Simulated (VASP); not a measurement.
# As in VASP: further runs

As is run at these levels: LDA; tasks: single point.

All numbers are computed with VASP 6.6.1; they aren't measurements. Logs are shortened: lines on timing, memory, paths and dates and some standing lists are left out, and cuts for length are marked.

## (1) The cell of the first run

The cell holds a slab with vacuum, 2 atoms: a = 3.520 Å, b = 3.520 Å, c = 28.000 Å, α = 90.00°, β = 90.00°, γ = 120.00°.

## (2) Single point, LDA

Contents of INCAR:

```
SYSTEM = As
PREC = Accurate ; ENCUT = 520
EDIFF = 1E-6 ; ISMEAR = 0
SIGMA = 0.02 ; LREAL = .FALSE.
LASPH = .TRUE. ; NELM = 120
ALGO = Normal ; ISIF = 2
LWAVE = .FALSE. ; LCHARG = .FALSE.
LDIPOL = .TRUE. ; IDIPOL = 3
DIPOL = 0.5 0.5 0.500 ; NBANDS = 22
GGA_COMPAT = .FALSE. ; NELMDL = -8
```

Contents of KPOINTS:

```
regular mesh
0
G
  9 9 1
  0 0 0
```

Contents of POSCAR:

```
As
1.0
    3.5200000000      0.0000000000      0.0000000000
   -1.7600000000      3.0484094213      0.0000000000
    0.0000000000      0.0000000000     28.0000000000
As
2
Direct
    0.3333333333      0.6666666667      0.5000000000
    0.6666666667      0.3333333333      0.5000000000
```

Potentials or basis: VASP PAW LDA potentials, release 64 (As_d).

Run with:

```
$ cat potpaw_LDA.64/As_d/POTCAR > POTCAR
$ mpirun -np 1 vasp_std > vasp.out
```

OUTCAR:

```text
SYSTEM = As
   PREC = Accurate
   ENCUT = 520
   EDIFF = 1E-6
   ISMEAR = 0
   LREAL = .FALSE.
   LASPH = .TRUE.
   NELM = 120
   ISIF = 2
   NELMDL = -8

 ion  position               nearest neighbor table
   1  0.333  0.667  0.500-   2 2.03   2 2.03   2 2.03
   2  0.667  0.333  0.500-   1 2.03   1 2.03   1 2.03

  LATTYP: Found a hexagonal cell.
 ALAT       =     3.5200000000
 C/A-ratio  =     7.9545454545

  Lattice vectors:

 A1 = (   3.5200000000,   0.0000000000,   0.0000000000)
 A2 = (  -1.7600000000,   3.0484094213,   0.0000000000)
 A3 = (   0.0000000000,   0.0000000000,  28.0000000000)

Analysis of symmetry for initial positions (statically):
=====================================================================
 Subroutine PRICEL returns:
 Original cell was already a primitive cell.

 Routine SETGRP: Setting up the symmetry group for a
 hexagonal supercell.

 Subroutine GETGRP returns: Found 24 space group operations
 (whereof 24 operations were pure point group operations)
 out of a pool of 24 trial point group operations.

The static configuration has the point symmetry D_6h.

Analysis of symmetry for dynamics (positions and initial velocities):
=====================================================================
 Subroutine PRICEL returns:
 Original cell was already a primitive cell.

 Routine SETGRP: Setting up the symmetry group for a
 hexagonal supercell.

 Subroutine GETGRP returns: Found 24 space group operations
 (whereof 24 operations were pure point group operations)
 out of a pool of 24 trial point group operations.

The dynamic configuration has the point symmetry D_6h.

 Subroutine INISYM returns: Found 24 space group operations
 (whereof 24 operations are pure point group operations),
 and found     1 'primitive' translations

----------------------------------------------------------------------------------------

                                     Primitive cell

  volume of cell :     300.4512

  direct lattice vectors                    reciprocal lattice vectors
     3.520000000  0.000000000  0.000000000     0.284090909  0.164019963  0.000000000
    -1.760000000  3.048409421  0.000000000     0.000000000  0.328039926  0.000000000
     0.000000000  0.000000000 28.000000000     0.000000000  0.000000000  0.035714286

  length of vectors
[... 71 lines left out ...]
   EDIFFG = 0.1E-04   stopping-criterion for IOM
   NSW    =      0    number of steps for IOM
   IBRION =     -1    ionic relax: 0-MD 1-quasi-New 2-CG
   NFREE  =      0    steps in history (QN), initial steepest desc. (CG)
   ISIF   =      2    stress and relaxation
   ISYM   =      2    0-nonsym 1-usesym 2-fastsym
   POTIM  = 0.5000    time-step for ionic-motion
   TEBEG  =    0.0;   TEEND  =   0.0 temperature during run
   PSTRESS=    0.0 pullay stress
   NELECT =      30.0000    total number of electrons
   NUPDOWN=      -1.0000    fix difference up-down
   EMIN   =  10.00;   EMAX   =-10.00  energy-range for DOS
   EFERMI =   0.00;   METHOD = LEGACY
   ISMEAR =     0;   SIGMA  =   0.02  broadening in eV -4-tet -1-fermi 0-gaus
   EFERMI_NEDOS =   21; number of points for ismear=-14 and -15
   IALGO  =     38    algorithm
   IMIX   =      4    mixing-type and parameters
     AMIX     =   0.40;   BMIX     =  1.00
     AMIX_MAG =   1.60;   BMIX_MAG =  1.00
  volume/ion in A,a.u.               =     150.23      1013.77
  Fermi-wavevector in a.u.,A,eV,Ry     =   0.759493  1.435234  7.848249  0.576830
  Thomas-Fermi vector in A             =   1.858300
   LORBIT       =      0    0 simple, 1 ext, 2 COOP (PROOUT), +10 PAW based schemes
   GGA     = CA    functional components
   LHFCALC =     F    Hartree Fock is set to
   AEXX    =    0.0000 exact exchange contribution
   IVDW    =     0    specifies the selected vdW correction
   LEPSILON=     F    determine dielectric tensor
   LRPA    =     F    only Hartree local field effects (RPA)
 non-spin polarized calculation
 Gauss-broadening in eV      SIGMA  =   0.02
  energy-cutoff  :      520.00
  volume of cell :      300.45
 maximum number of plane-waves:      8205
 NGX is ok and might be reduce to    28
   NGX = 13   NGY = 13   NGZ =105

 dipolmoment           0.000000      0.000000      0.000000 electrons x Angstroem

 number of electron      29.9999988 magnetization

 dipolmoment           0.000000      0.000000     -0.000000 electrons x Angstroem

 Free energy of the ion-electron system (eV)
  ---------------------------------------------------
  ext. energy  EPLUGINS =         0.00000000
  ---------------------------------------------------
  free energy    TOTEN  =        -5.31677479 eV

  energy without entropy =       -5.31677479  energy(sigma->0) =       -5.31677479

 E-fermi :  -2.9261     XC(G=0):  -1.8152

 val. band max:       -3.0645035012   @ k =   0.3333   0.1111   0.0000
 cond. band min:      -2.7943943036   @ k =   0.2222   0.2222   0.0000
 fundamental gap:      0.2701091976
 Fermi energy:        -2.9260861671

 k-point     1 :       0.0000    0.0000    0.0000
  band No.  band energies     occupation
      1     -40.2697      2.00000
      2     -40.2697      2.00000
      3     -40.1136      2.00000
      4     -40.0119      2.00000
      5     -40.0119      2.00000
      6     -39.9731      2.00000
[... 289 lines left out ...]
     21       4.4681      0.00000
     22       5.5473      0.00000

------------------------ aborting loop because EDIFF is reached ----------------------------------------

 vacuum level on the upper side and lower side of the slab       (xc-potential included)        -0.007        -0.007

  FORCE on cell =-STRESS in cart. coord.  units (eV):
  Direction    XX          YY          ZZ          XY          YZ          ZX
  --------------------------------------------------------------------------------------
  -------------------------------------------------------------------------------------
  Total       23.7138345     23.7138345     -0.0066779      0.0000000      0.0000000      0.0000000
  in kB      126.4556902    126.4556902     -0.0356105      0.0000000      0.0000000      0.0000000
  external PRESSURE =      84.2919233 kB  Pullay stress =       0.0000000 kB

 VOLUME and BASIS-vectors are now :
 -----------------------------------------------------------------------------
  energy-cutoff  :      520.00
  volume of cell :      300.45
      direct lattice vectors                 reciprocal lattice vectors
     3.520000000  0.000000000  0.000000000     0.284090909  0.164019963  0.000000000
    -1.760000000  3.048409421  0.000000000     0.000000000  0.328039926  0.000000000
     0.000000000  0.000000000 28.000000000     0.000000000  0.000000000  0.035714286

 POSITION                                       TOTAL-FORCE (eV/Angst)
 -----------------------------------------------------------------------------------
     -0.00000      2.03227     14.00000        -0.000000      0.000000      0.000000
      1.76000      1.01614     14.00000         0.000000     -0.000000     -0.000000
 -----------------------------------------------------------------------------------
    total drift:                                0.000000      0.000000     -0.000000

  FREE ENERGIE OF THE ION-ELECTRON SYSTEM (eV)
  ---------------------------------------------------
  free  energy   TOTEN  =        -5.3167747914 eV

  energy  without entropy=       -5.3167747914  energy(sigma->0) =       -5.31677479

 vacuum level on the upper side and lower side of the slab         1.126         1.126
```

stdout:

```text
POSCAR found type information on POSCAR As
 POSCAR found :  1 types and       2 ions
 scaLAPACK will be used
 LDA part: xc-table for (Slater(with rela. corr.)+CA(PZ))
 , standard interpolation
 POSCAR, INCAR and KPOINTS ok, starting setup
 FFT: planning ... GRIDC
 FFT: planning ... GRID_SOFT
 FFT: planning ... GRID
 WAVECAR not read
 entering main loop
```

It took 3.6 min on 1 thread of Intel Xeon Platinum 8488C (Sapphire Rapids), shared host; peak memory 0.32 GiB.

What came out:

```yaml
Free_energy: -5.3168 eV
Band_gap_on_the_k_mesh: zero (bands 15 and 16 overlap by 1.30 eV)
```

Levels at points of the mesh, in eV from the Fermi level:
| k point | band 11 | band 12 | band 13 | band 14 | band 15 | band 16 | band 17 | band 18 | band 19 | band 20 |
| --- | --- | --- | --- | --- | --- | --- | --- | --- | --- | --- |
| (0.00, 0.00, 0.00) | -18.00 | -6.34 | -4.80 | -4.80 | -1.59 | 1.52 | 1.52 | 2.14 | 3.74 | 4.08 |

## (3) Single point, LDA

This run uses another cell than the first one.

Contents of INCAR:

```
SYSTEM = As
  PREC = Accurate
  ENCUT = 520
  EDIFF = 1E-6
  ISMEAR = 0
  SIGMA = 0.02
  LREAL = .False.
  LASPH = .True.
  NELM = 60
  ALGO = Normal
  ISIF = 2
  LWAVE = .False.
  LCHARG = .False.
  LDIPOL = .True.
  IDIPOL = 3
  DIPOL = 0.5 0.5 0.500
  NBANDS = 12
```

Contents of KPOINTS:

```
regular mesh
0
Gamma
  9 9 1
  0 0 0
```

Contents of POSCAR:

```
As
1.0
    3.4070000000      0.0000000000      0.0000000000
   -1.7035000000      2.9505485507      0.0000000000
    0.0000000000      0.0000000000     28.0000000000
As
2
Direct
    0.3333333333      0.6666666667      0.5000000000
    0.6666666667      0.3333333333      0.5000000000
```

Potentials or basis: VASP PAW LDA potentials, release 64 (As).

Run with:

```
$ cat potpaw_LDA.64/As/POTCAR > POTCAR
$ mpirun -np 1 vasp_std > vasp.out
```

OUTCAR:

```text
SYSTEM = As
   PREC = Accurate
   ENCUT = 520
   EDIFF = 1E-6
   ISMEAR = 0
   LREAL = .False.
   LASPH = .True.
   NELM = 60
   ISIF = 2

 ion  position               nearest neighbor table
   1  0.333  0.667  0.500-   2 1.97   2 1.97   2 1.97
   2  0.667  0.333  0.500-   1 1.97   1 1.97   1 1.97

  LATTYP: Found a hexagonal cell.
 ALAT       =     3.4070000000
 C/A-ratio  =     8.2183739360

  Lattice vectors:

 A1 = (   3.4070000000,   0.0000000000,   0.0000000000)
 A2 = (  -1.7035000000,   2.9505485507,   0.0000000000)
 A3 = (   0.0000000000,   0.0000000000,  28.0000000000)

Analysis of symmetry for initial positions (statically):
=====================================================================
 Subroutine PRICEL returns:
 Original cell was already a primitive cell.

 Routine SETGRP: Setting up the symmetry group for a
 hexagonal supercell.

 Subroutine GETGRP returns: Found 24 space group operations
 (whereof 24 operations were pure point group operations)
 out of a pool of 24 trial point group operations.

The static configuration has the point symmetry D_6h.

Analysis of symmetry for dynamics (positions and initial velocities):
=====================================================================
 Subroutine PRICEL returns:
 Original cell was already a primitive cell.

 Routine SETGRP: Setting up the symmetry group for a
 hexagonal supercell.

 Subroutine GETGRP returns: Found 24 space group operations
 (whereof 24 operations were pure point group operations)
 out of a pool of 24 trial point group operations.

The dynamic configuration has the point symmetry D_6h.

 Subroutine INISYM returns: Found 24 space group operations
 (whereof 24 operations are pure point group operations),
 and found     1 'primitive' translations

----------------------------------------------------------------------------------------

                                     Primitive cell

  volume of cell :     281.4705

  direct lattice vectors                    reciprocal lattice vectors
     3.407000000  0.000000000  0.000000000     0.293513355  0.169460014  0.000000000
    -1.703500000  2.950548551  0.000000000     0.000000000  0.338920029  0.000000000
     0.000000000  0.000000000 28.000000000     0.000000000  0.000000000  0.035714286

  length of vectors
     3.407000000  3.407000000 28.000000000     0.338920029  0.338920029  0.035714286

  position of ions in fractional coordinates (direct lattice)
     0.333333333  0.666666667  0.500000000
     0.666666667  0.333333333  0.500000000

  ion indices of the primitive-cell ions
   primitive index   ion index
                 1           1
                 2           2

----------------------------------------------------------------------------------------

 KPOINTS: regular mesh

Automatic generation of k-mesh.
 Grid dimensions read from file:
 generate k-points for:    9    9    1

 Generating k-lattice:

  Cartesian coordinates                     Fractional coordinates (reciprocal lattice)
     0.032612595  0.018828890  0.000000000     0.111111111 -0.000000000  0.000000000
     0.000000000  0.037657781  0.000000000     0.000000000  0.111111111  0.000000000
     0.000000000  0.000000000  0.035714286     0.000000000  0.000000000  1.000000000

  Length of vectors
[... 31 lines left out ...]
   NGXF,Y,Z  is equivalent  to a cutoff of  27.33, 27.33, 24.94 a.u.
 SYSTEM =  As
   PREC   = accura    normal or accurate (medium, high low for compatibility)
   ISTART =      0    job   : 0-new  1-cont  2-samecut
   ICHARG =      2    charge: 1-file 2-atom 10-const
   ISPIN  =      1    spin polarized calculation?
   LNONCOLLINEAR =      F non collinear calculations
   LSORBIT =      F    spin-orbit coupling
   LASPH  =      T    aspherical Exc in radial PAW
   ENCUT  =  520.0 eV  38.22 Ry    6.18 a.u.   6.33  6.33 52.06*2*pi/ulx,y,z
   NELM   =     60;   NELMIN=  2; NELMDL= -5     # of ELM steps
   EDIFF  = 0.1E-05   stopping-criterion for ELM
   LREAL  =      F    real-space projection
   EDIFFG = 0.1E-04   stopping-criterion for IOM
   NSW    =      0    number of steps for IOM
   IBRION =     -1    ionic relax: 0-MD 1-quasi-New 2-CG
   NFREE  =      0    steps in history (QN), initial steepest desc. (CG)
   ISIF   =      2    stress and relaxation
   ISYM   =      2    0-nonsym 1-usesym 2-fastsym
   POTIM  = 0.5000    time-step for ionic-motion
   TEBEG  =    0.0;   TEEND  =   0.0 temperature during run
   PSTRESS=    0.0 pullay stress
   NELECT =      10.0000    total number of electrons
   NUPDOWN=      -1.0000    fix difference up-down
   EMIN   =  10.00;   EMAX   =-10.00  energy-range for DOS
   EFERMI =   0.00;   METHOD = LEGACY
   ISMEAR =     0;   SIGMA  =   0.02  broadening in eV -4-tet -1-fermi 0-gaus
   EFERMI_NEDOS =   21; number of points for ismear=-14 and -15
   IALGO  =     38    algorithm
   IMIX   =      4    mixing-type and parameters
     AMIX     =   0.40;   BMIX     =  1.00
     AMIX_MAG =   1.60;   BMIX_MAG =  1.00
  volume/ion in A,a.u.               =     140.74       949.73
  Fermi-wavevector in a.u.,A,eV,Ry     =   0.538184  1.017020  3.940814  0.289642
  Thomas-Fermi vector in A             =   1.564297
   LORBIT       =      0    0 simple, 1 ext, 2 COOP (PROOUT), +10 PAW based schemes
   GGA     = CA    functional components
   LHFCALC =     F    Hartree Fock is set to
   AEXX    =    0.0000 exact exchange contribution
   IVDW    =     0    specifies the selected vdW correction
   LEPSILON=     F    determine dielectric tensor
   LRPA    =     F    only Hartree local field effects (RPA)
 non-spin polarized calculation
 Gauss-broadening in eV      SIGMA  =   0.02
  energy-cutoff  :      520.00
  volume of cell :      281.47
 maximum number of plane-waves:      7621
 NGX is ok and might be reduce to    28
   NGX = 13   NGY = 13   NGZ =105

 dipolmoment           0.000000      0.000000      0.000000 electrons x Angstroem

 number of electron      10.0000000 magnetization

 dipolmoment           0.000000      0.000000     -0.000000 electrons x Angstroem

 Free energy of the ion-electron system (eV)
  ---------------------------------------------------
  ext. energy  EPLUGINS =         0.00000000
  ---------------------------------------------------
  free energy    TOTEN  =        -3.41538440 eV

  energy without entropy =       -3.41538440  energy(sigma->0) =       -3.41538440

 E-fermi :  -2.2464     XC(G=0):  -1.7311

 val. band max:       -2.3235413148   @ k =   0.2222   0.2222   0.0000
 cond. band min:      -2.1693552946   @ k =   0.1111  -0.0000   0.0000
 fundamental gap:      0.1541860202
 Fermi energy:        -2.2464482854

 k-point     1 :       0.0000    0.0000    0.0000
  band No.  band energies     occupation
      1     -21.3664      2.00000
      2      -9.4086      2.00000
      3      -7.3952      2.00000
      4      -7.3952      2.00000
      5      -2.9089      2.00000
      6      -0.9135      0.00000
      7      -0.9135      0.00000
      8      -0.5663      0.00000
      9       1.1155      0.00000
     10       1.4770      0.00000
     11       1.8595      0.00000
     12       2.0180      0.00000
[... 151 lines left out ...]
 k-point    12 :       0.3333    0.3333    0.0000
  band No.  band energies     occupation
      1     -16.8379      2.00000
      2     -16.8379      2.00000
      3     -12.3319      2.00000
      4      -4.8514      2.00000
      5      -4.8514      2.00000
      6       1.0037      0.00000
      7       2.9735      0.00000
      8       2.9735      0.00000
      9       3.3221      0.00000
     10       5.1630      0.00000
     11       5.1630      0.00000
     12       6.0921      0.00000

------------------------ aborting loop because EDIFF is reached ----------------------------------------

 vacuum level on the upper side and lower side of the slab       (xc-potential included)        -0.007        -0.007

  FORCE on cell =-STRESS in cart. coord.  units (eV):
  Direction    XX          YY          ZZ          XY          YZ          ZX
  --------------------------------------------------------------------------------------
  -------------------------------------------------------------------------------------
  Total       30.3200501     30.3200501     -0.0029680      0.0000000      0.0000000      0.0000000
  in kB      172.5867959    172.5867959     -0.0168946      0.0000000      0.0000000      0.0000000
  external PRESSURE =     115.0522324 kB  Pullay stress =       0.0000000 kB

 VOLUME and BASIS-vectors are now :
 -----------------------------------------------------------------------------
  energy-cutoff  :      520.00
  volume of cell :      281.47
      direct lattice vectors                 reciprocal lattice vectors
     3.407000000  0.000000000  0.000000000     0.293513355  0.169460014  0.000000000
    -1.703500000  2.950548551  0.000000000     0.000000000  0.338920029  0.000000000
     0.000000000  0.000000000 28.000000000     0.000000000  0.000000000  0.035714286

 POSITION                                       TOTAL-FORCE (eV/Angst)
 -----------------------------------------------------------------------------------
     -0.00000      1.96703     14.00000        -0.000000      0.000000      0.000000
      1.70350      0.98352     14.00000         0.000000     -0.000000     -0.000000
 -----------------------------------------------------------------------------------
    total drift:                               -0.000000      0.000000     -0.000000

  FREE ENERGIE OF THE ION-ELECTRON SYSTEM (eV)
  ---------------------------------------------------
  free  energy   TOTEN  =        -3.4153844001 eV

  energy  without entropy=       -3.4153843995  energy(sigma->0) =       -3.41538440

 vacuum level on the upper side and lower side of the slab         1.444         1.444
```

stdout:

```text
POSCAR found type information on POSCAR As
 POSCAR found :  1 types and       2 ions
 scaLAPACK will be used
 LDA part: xc-table for (Slater(with rela. corr.)+CA(PZ))
 , standard interpolation
 POSCAR, INCAR and KPOINTS ok, starting setup
 FFT: planning ... GRIDC
 FFT: planning ... GRID_SOFT
 FFT: planning ... GRID
 WAVECAR not read
 entering main loop
```

Wall time 72 s (1 thread of Intel Xeon 6975P-C (Granite Rapids), shared host); peak memory 0.3 GiB.

What came out:

```yaml
Free_energy: -3.4154 eV
Band_gap_on_the_k_mesh: zero (bands 5 and 6 overlap by 2.14 eV)
```
